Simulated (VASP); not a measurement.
Here is a VASP 6.6.1 calculation.

The input INCAR:

```
PREC = Accurate
ENCUT = 520
EDIFF = 1E-7
ISMEAR = 0
SIGMA = 0.1
LREAL = Auto
LASPH = T
NELM = 80
ALGO = Normal
ISIF = 2
LWAVE = F
LCHARG = T
LDIPOL = T
IDIPOL = 3
DIPOL = 0.5 0.5 0.301
GGA = PE
IVDW = 12
LELF = T
LVHAR = T
LVACPOTAV = T
NBANDS = 44
```

The input KPOINTS:

```
regular mesh
0
Gamma
  5 4 1
```

File POSCAR:

```
Al16Au
1.0
    5.6324246412      0.0000000000      0.0000000000
    0.0000000000      7.9654513166      0.0000000000
    0.0000000000      0.0000000000     21.2293510975
Al Au
16 1
Direct
    0.2500000000      0.2500000000      0.1884183827
    0.2500000000      0.7500000000      0.1884183827
    0.7500000000      0.2500000000      0.1884183827
    0.7500000000      0.7500000000      0.1884183827
    0.0000000000      0.0000000000      0.2547466541
    0.0000000000      0.5000000000      0.2547466541
    0.5000000000      0.0000000000      0.2547466541
    0.5000000000      0.5000000000      0.2547466541
    0.2500000000      0.2500000000      0.3240951258
    0.2500000000      0.7500000000      0.3240951258
    0.7500000000      0.2500000000      0.3240951258
    0.7500000000      0.7500000000      0.3240951258
    0.0000000000      0.0000000000      0.3876402562
    0.0000000000      0.5000000000      0.3876402562
    0.5000000000      0.0000000000      0.3876402562
    0.5000000000      0.5000000000      0.3876402562
    0.0000000000      0.0000000000      0.4912703667
```

Potentials or basis: VASP PAW PBE potentials, release 64 (Al, Au).

Command:

```console
$ cat potpaw_PBE.64/Al/POTCAR potpaw_PBE.64/Au/POTCAR > POTCAR
$ mpirun -np 1 vasp_std > vasp.out
```

Question: What does it give for the dispersion energy per atom?

Answer: -0.216 eV.

Question: What does it give for the band gap on the k mesh?

Answer: Zero (an odd number of electrons rules out a gap without spin polarisation).

Question: What does it give for the largest force?

Answer: 1.867 eV/Å.

Forces in eV/Å, atoms in the order of the input:
```
Al   0.023  0.016  0.168
Al   0.023 -0.016  0.168
Al  -0.023  0.016  0.168
Al  -0.023 -0.016  0.168
Al   0.000  0.000 -0.190
Al   0.000  0.000 -0.090
Al   0.000  0.000 -0.121
Al   0.000  0.000 -0.088
Al   0.076 -0.050 -0.070
Al   0.076  0.050 -0.070
Al  -0.076 -0.050 -0.070
Al  -0.076  0.050 -0.070
Al   0.000  0.000 -1.867
Al   0.000  0.000  0.044
Al   0.000  0.000  0.078
Al   0.000  0.000 -0.011
Au   0.000  0.000  1.852
```

Caveat: spin-orbit coupling is left out, which moves the levels of the heavy elements.
